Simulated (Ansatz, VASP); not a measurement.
One calculation of Cd, two programs

```xyz
2
Lattice="1.7027 0.9831 4.6611 -1.7027 0.9831 4.6611 0.0000 -1.9661 4.6611" Properties=species:S:1:pos:R:3 pbc="T T T"
Cd    0.0000    0.0000    3.4925
Cd    0.0000    0.0000   10.4909
```

Alike in both runs: functional PBE; k mesh 6 × 6 × 6; occupations gaussian, width 0.1 eV; no spin polarisation.

Ansatz relaxed the structure, and its values are those at the end. VASP's run is a single point on that final structure, the one shown.

```csv
,VASP,Ansatz
version,VASP 6.6.1,Ansatz 0.2.0
potentials or method,"VASP PAW PBE potentials, release 64 (Cd), cutoff 520 eV","scalar-relativistic, plane waves, PAW"
valence electrons in the cell,24,40
```

|  | VASP | Ansatz | Ansatz less VASP |
| --- | --- | --- | --- |
| gap on the k mesh at the Fermi level (eV) | none | none | - |
| pressure (GPa) | 0.3 | 0.1 | -0.27 |
| rms of the force components (eV/Å) | 0.017 | 0.017 | -0.0005 |

A gap of «none» marks a metal or a gap that the smearing closes. VASP's potentials hold 24 valence electrons a cell and Ansatz's 40, so a difference there can come from the potentials and not from the codes.

The k mesh is coarse, so the values compare programs but aren't converged.
